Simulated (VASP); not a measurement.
# GaN (Fm-3m) in VASP: a series of runs, part 2 of 2

VASP 6.6.1. The steps go on from the part before.

**4. Single point, r2SCAN, non-collinear spin, zero start, spin-orbit coupling (strain +4.0%)**

The input, POSCAR:

```
GaN
1.0
    0.0000000000      2.1928558437      2.1928558437
    2.1928558437      0.0000000000      2.1928558437
    2.1928558437      2.1928558437      0.0000000000
Ga N
1 1
Direct
    0.0000000000      0.0000000000      0.0000000000
    0.5000000000      0.5000000000      0.5000000000
```

The input, INCAR.step1:

```
SYSTEM = GaN
ALGO = Normal ; EDIFF = 1E-4
ENCUT = 520 ; GGA = PE
GGA_COMPAT = .FALSE. ; ISMEAR = -1
LASPH = .TRUE. ; LCHARG = .FALSE.
LREAL = .FALSE. ; LSORBIT = .TRUE.
LWAVE = .TRUE. ; MAGMOM = 0 0 0 0 0 0
NBANDS = 30 ; NELM = 150
PREC = Accurate ; SIGMA = 0.02
```

The input, INCAR.step2:

```
SYSTEM = GaN
ALGO = Normal ; EDIFF = 1E-6
ENCUT = 520 ; GGA_COMPAT = .FALSE.
ISIF = 2 ; ISMEAR = -1
ISTART = 1 ; LASPH = .TRUE.
LCHARG = .FALSE. ; LMIXTAU = .TRUE.
LORBIT = 11 ; LORBMOM = .TRUE.
LREAL = .FALSE. ; LSORBIT = .TRUE.
LWAVE = .FALSE. ; MAGMOM = 0 0 0 0 0 0
METAGGA = R2SCAN ; NBANDS = 30
NELM = 150 ; PREC = Accurate
SIGMA = 0.02
```

The input, KPOINTS:

```
k-points
0
G
  10 10 10
  0 0 0
```

Potentials or basis: VASP PAW PBE potentials, release 64 (Ga_d, N).

The run is started by

```
$ cat potpaw_PBE.64/Ga_d/POTCAR potpaw_PBE.64/N/POTCAR > POTCAR
$ cp INCAR.step1 INCAR
$ mpirun -np 1 vasp_ncl > vasp.out
$ cp INCAR.step2 INCAR
$ mpirun -np 1 vasp_ncl > vasp.out
```

OUTCAR:

```text
SYSTEM = GaN
   EDIFF = 1E-6
   ENCUT = 520
   ISIF = 2
   ISMEAR = -1
   ISTART = 1
   LASPH = .TRUE.
   LORBIT = 11
   LREAL = .FALSE.
   LSORBIT = .TRUE.
   METAGGA = R2SCAN
   NELM = 150
   PREC = Accurate

 ion  position               nearest neighbor table
   1  0.000  0.000  0.000-   2 2.19   2 2.19   2 2.19   2 2.19   2 2.19   2 2.19
   2  0.500  0.500  0.500-   1 2.19   1 2.19   1 2.19   1 2.19   1 2.19   1 2.19

  LATTYP: Found a face centered cubic cell.
 ALAT       =     4.3857116874

  Lattice vectors:

 A1 = (   0.0000000000,   2.1928558437,   2.1928558437)
 A2 = (   2.1928558437,   0.0000000000,   2.1928558437)
 A3 = (   2.1928558437,   2.1928558437,   0.0000000000)

Analysis of symmetry for initial positions (statically):
=====================================================================
 Subroutine PRICEL returns:
 Original cell was already a primitive cell.

 Routine SETGRP: Setting up the symmetry group for a
 face centered cubic supercell.

 Subroutine GETGRP returns: Found 48 space group operations
 (whereof 48 operations were pure point group operations)
 out of a pool of 48 trial point group operations.

The static configuration has the point symmetry O_h .

Analysis of symmetry for dynamics (positions and initial velocities):
=====================================================================
 Subroutine PRICEL returns:
 Original cell was already a primitive cell.

 Routine SETGRP: Setting up the symmetry group for a
 face centered cubic supercell.

 Subroutine GETGRP returns: Found 48 space group operations
 (whereof 48 operations were pure point group operations)
 out of a pool of 48 trial point group operations.

The dynamic configuration has the point symmetry O_h .

Analysis of structural, dynamic, and magnetic symmetry:
=====================================================================
 Subroutine PRICEL returns:
 Original cell was already a primitive cell.

 Routine SETGRP: Setting up the symmetry group for a
 face centered cubic supercell.

[... 1000 lines left out ...]
  1         0.000   0.000   0.000
  2         0.000   0.000   0.000
 ----------------------------------------
            0.000   0.000   0.000

 orbital moment (z)

 # of ion     p       d       tot
 ----------------------------------------
  1         0.000   0.000   0.000
  2         0.000   0.000   0.000
 ----------------------------------------
            0.000   0.000   0.000

 Spin-Orbit-Coupling matrix elements

 Ion:    1  E_soc:     -0.0086470
 l=   1
     0.0000000    -0.0007037    -0.0007037
    -0.0007037     0.0000000    -0.0007037
    -0.0007037    -0.0007037     0.0000000
 l=   2
     0.0000000    -0.0001542     0.0000000    -0.0001542    -0.0005833
    -0.0001542     0.0000000    -0.0004375    -0.0001542    -0.0001458
     0.0000000    -0.0004375     0.0000000    -0.0004375     0.0000000
    -0.0001542    -0.0001542    -0.0004375     0.0000000    -0.0001458
    -0.0005833    -0.0001458     0.0000000    -0.0001458     0.0000000
 l=   3
     0.0000000     0.0000000     0.0000000     0.0000000     0.0000000     0.0000000     0.0000000
     0.0000000     0.0000000     0.0000000     0.0000000     0.0000000     0.0000000     0.0000000
     0.0000000     0.0000000     0.0000000     0.0000000     0.0000000     0.0000000     0.0000000
     0.0000000     0.0000000     0.0000000     0.0000000     0.0000000     0.0000000     0.0000000
     0.0000000     0.0000000     0.0000000     0.0000000     0.0000000     0.0000000     0.0000000
     0.0000000     0.0000000     0.0000000     0.0000000     0.0000000     0.0000000     0.0000000
     0.0000000     0.0000000     0.0000000     0.0000000     0.0000000     0.0000000     0.0000000

 Ion:    2  E_soc:     -0.0000773
 l=   1
     0.0000000    -0.0000129    -0.0000129
    -0.0000129     0.0000000    -0.0000129
    -0.0000129    -0.0000129     0.0000000
 l=   2
     0.0000000     0.0000000     0.0000000     0.0000000     0.0000000
     0.0000000     0.0000000     0.0000000     0.0000000     0.0000000
     0.0000000     0.0000000     0.0000000     0.0000000     0.0000000
     0.0000000     0.0000000     0.0000000     0.0000000     0.0000000
     0.0000000     0.0000000     0.0000000     0.0000000     0.0000000
 l=   3
     0.0000000     0.0000000     0.0000000     0.0000000     0.0000000     0.0000000     0.0000000
     0.0000000     0.0000000     0.0000000     0.0000000     0.0000000     0.0000000     0.0000000
     0.0000000     0.0000000     0.0000000     0.0000000     0.0000000     0.0000000     0.0000000
     0.0000000     0.0000000     0.0000000     0.0000000     0.0000000     0.0000000     0.0000000
     0.0000000     0.0000000     0.0000000     0.0000000     0.0000000     0.0000000     0.0000000
     0.0000000     0.0000000     0.0000000     0.0000000     0.0000000     0.0000000     0.0000000
     0.0000000     0.0000000     0.0000000     0.0000000     0.0000000     0.0000000     0.0000000

 total charge

# of ion       s       p       d       tot
------------------------------------------
    1        0.672   0.618  10.137  11.427
    2        1.251   2.433   0.000   3.684
--------------------------------------------------
tot          1.924   3.051  10.137  15.111

 magnetization (x)

# of ion       s       p       d       tot
------------------------------------------
    1       -0.000   0.000   0.000   0.000
    2        0.000   0.000   0.000   0.000
--------------------------------------------------
tot         -0.000   0.000   0.000   0.000

 magnetization (y)

# of ion       s       p       d       tot
------------------------------------------
    1        0.000   0.000   0.000   0.000
    2       -0.000   0.000   0.000  -0.000
--------------------------------------------------
tot         -0.000   0.000   0.000  -0.000

 magnetization (z)

# of ion       s       p       d       tot
------------------------------------------
    1       -0.000   0.000   0.000   0.000
    2        0.000   0.000   0.000   0.000
--------------------------------------------------
tot          0.000   0.000   0.000   0.000
```

Wall time 3.7 min (1 thread of Intel Xeon Platinum 8488C (Sapphire Rapids), shared host); peak memory 0.24 GiB.

What came out:

* Free energy: -20.8142 eV
* Pressure: -21.4 GPa
* Net moment: 0.00 μB per cell
* Valence electrons inside the program's atomic spheres: Ga 11.43; N 3.68

Moments on the atoms (μB; x, y, z):
```
Ga  0.00 0.00 0.00
N   0.00 0.00 0.00
```

Caveat: the cell differs from its parent crystal (strain +4.0%); the cell stands under tension; the structure was generated, so it needn't be the stable form of GaN; the PAW data sets were made with another functional, which shifts forces and pressure a little.

**5. The runs side by side**

```csv
level,spin,cell,k mesh,smearing,grid for exact exchange (PRECFOCK),share of exact exchange,screening parameter,pressure (GPa),moment (μB)
HSE06,off,"a = 2.863 Å, angles 60.0°, 2 atoms",8 × 8 × 8,gaussian 0.01 eV,Normal,0.25,0.2079 1/Å,39.1,-
r2SCAN,"non-collinear, zero start, SOC","a = 3.071 Å, angles 60.0°, 2 atoms",10 × 10 × 10,fermi-dirac 0.02 eV,-,-,-,-17.1,0.00
r2SCAN,"non-collinear, zero start, SOC","a = 3.101 Å, angles 60.0°, 2 atoms",10 × 10 × 10,fermi-dirac 0.02 eV,-,-,-,-21.4,0.00
```

Alike in all rows: task single point; potentials or basis VASP PAW PBE potentials, release 64 (Ga_d, N); cutoff (eV) 520.

Caveats: the structure was generated, so it needn't be the stable form of GaN; the PAW data sets were made with another functional, which shifts forces and pressure a little; the cell stands under tension (at least some runs); the cell stands under pressure (at least some runs).

Absolute energies hang on the potentials; compare differences alone.
